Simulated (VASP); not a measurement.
Wanted: the native input for a VASP 6.6.1 run.

| Property | Result |
| --- | --- |
| Task | relaxation of the atoms |
| Functional | PBE |
| Potentials or basis | VASP PAW PBE potentials, release 64 (Al, N) |
| Cutoff | 520 eV |
| k mesh | 9 × 9 × 6 |
| Occupations | gaussian, width 0.05 eV |
| Spin | no spin polarisation |
| Dipole correction | no |
| Further INCAR settings | ALGO = Normal; EDIFF = 1e-06; IBRION = 2; EDIFFG = -0.01; NSW = 50 |

The structure of AlN lies in POSCAR:

```
AlN
1.0
    3.2238000000      0.0000000000      0.0000000000
   -1.6119000000      2.7918926967      0.0000000000
    0.0000000000      0.0000000000      5.4183000000
Al N
2 2
Direct
    0.3333333333      0.6666666667      0.0017290859
    0.6666666667      0.3333333333      0.5017290859
    0.3333333333      0.6666666667      0.3832709141
    0.6666666667      0.3333333333      0.8832709141
```

These files were run (other wordings do the same):

INCAR

```
SYSTEM = AlN
PREC = Accurate
ENCUT = 520
EDIFF = 1E-6
ISMEAR = 0
SIGMA = 0.05
LREAL = .FALSE.
LASPH = .TRUE.
NELM = 60
ALGO = Normal
ISIF = 2
LWAVE = .FALSE.
LCHARG = .FALSE.
GGA = PE
IBRION = 2
NSW = 50
EDIFFG = -0.01
```

KPOINTS

```
Automatic mesh
0
G
  9 9 6
  0 0 0
```

Potentials or basis: VASP PAW PBE potentials, release 64 (Al, N).

The run is started by

```sh
$ cat potpaw_PBE.64/Al/POTCAR potpaw_PBE.64/N/POTCAR > POTCAR
$ mpirun -np 1 vasp_std > vasp.out
```

Results of the run:

```json
{
 "Energy gained by relaxing": "0.7 meV/atom",
 "Ionic steps": "3",
 "Pressure after relaxing": "-19.8 GPa",
 "Band gap on the k mesh": "2.93 eV"
}
```

Wall time 54 s on 1 thread of Intel Xeon 8259CL, on a shared host, peak memory 0.17 GiB.
